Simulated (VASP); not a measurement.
Write the native input for VASP 6.6.1 that does the following.

```yaml
Task: electric field gradients
Functional: PBEsol
Potentials_or_basis: VASP PAW PBE potentials, release 64 (Ti_sv, C)
Cutoff: 520 eV
k_mesh: 14 × 14 × 14
Occupations: fermi-dirac, width 0.03 eV
Spin: no spin polarisation
Dipole_correction: no
Further_INCAR_settings: ALGO = Normal; EDIFF = 1e-08; NBANDS = 15
```

The structure of TiC lies in POSCAR:

```
TiC
1.0
    0.0000000000      2.2064421477      2.2064421477
    2.2064421477      0.0000000000      2.2064421477
    2.2064421477      2.2064421477      0.0000000000
Ti C
1 1
Direct
    0.0000000000      0.0000000000      0.0000000000
    0.5000000000      0.5000000000      0.5000000000
```

These files were run (other wordings do the same):

INCAR

```
PREC = Accurate ; ENCUT = 520
EDIFF = 1E-8 ; ISMEAR = -1
SIGMA = 0.03 ; LREAL = False
LASPH = True ; NELM = 60
ALGO = Normal ; ISIF = 2
LWAVE = False ; LCHARG = False
GGA = PS ; LEFG = True
NBANDS = 15
```

KPOINTS

```
Automatic mesh
0
Gamma
  14 14 14
```

Potentials or basis: VASP PAW PBE potentials, release 64 (Ti_sv, C).

Launch:

```sh
$ cat potpaw_PBE.64/Ti_sv/POTCAR potpaw_PBE.64/C/POTCAR > POTCAR
$ mpirun -np 1 vasp_std > vasp.out
```

Results of the run:

The pressure is -18.4 GPa and the band gap on the k mesh is zero (bands 8 and 9 overlap by 1.04 eV). The largest electric field gradient by atom is zero within the noise of the run.

Caveat: the cell stands under tension; the PAW data sets were made with another functional, which shifts forces and pressure a little.

It took 63 s on 1 thread of Intel Xeon 8259CL, on a shared host, peak memory 0.16 GiB.
